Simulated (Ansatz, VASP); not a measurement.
Two plane-wave programs on RuC4

```
Ru C
1.0
     2.70523    0.00000    0.00000
    -1.35261    2.34280    0.00000
     0.00000    0.00000    6.19578
Ru C
1 4
Direct
  0.00000 0.00000 0.00000
  0.33333 0.66667 0.78067
  0.33333 0.66667 0.54330
  0.66667 0.33333 0.21933
  0.66667 0.33333 0.45670
```

Change from the starting cell: species swapped into the Co4H type (P-3m1, No. 164).

Alike in both runs: functional PBE; k mesh 18 × 18 × 6; occupations gaussian, width 0.1 eV; no spin polarisation.

Ansatz relaxed the structure, and its values are those at the end. VASP's run is a single point on that final structure, the one shown.

```csv
,VASP,Ansatz
version,VASP 6.6.1,Ansatz 0.2.0
potentials or method,"VASP PAW PBE potentials, release 64 (Ru_sv, C), cutoff 600 eV","scalar-relativistic, plane waves, PAW"
valence electrons in the cell,32,32
```

Ansatz gave:

| Item | Value |
| --- | --- |
| gap on the k mesh at the Fermi level (eV) | none |
| pressure (GPa) | 0.0 |
| rms of the force components (eV/Å) | 0.001 |

Estimate VASP's values.

gap on the k mesh at the Fermi level (eV): none; pressure (GPa): -0.3; rms of the force components (eV/Å): 0.022.

A gap of «none» marks a metal or a gap that the smearing closes. With one functional, cell and mesh, what is left measures potentials, basis and numerics.
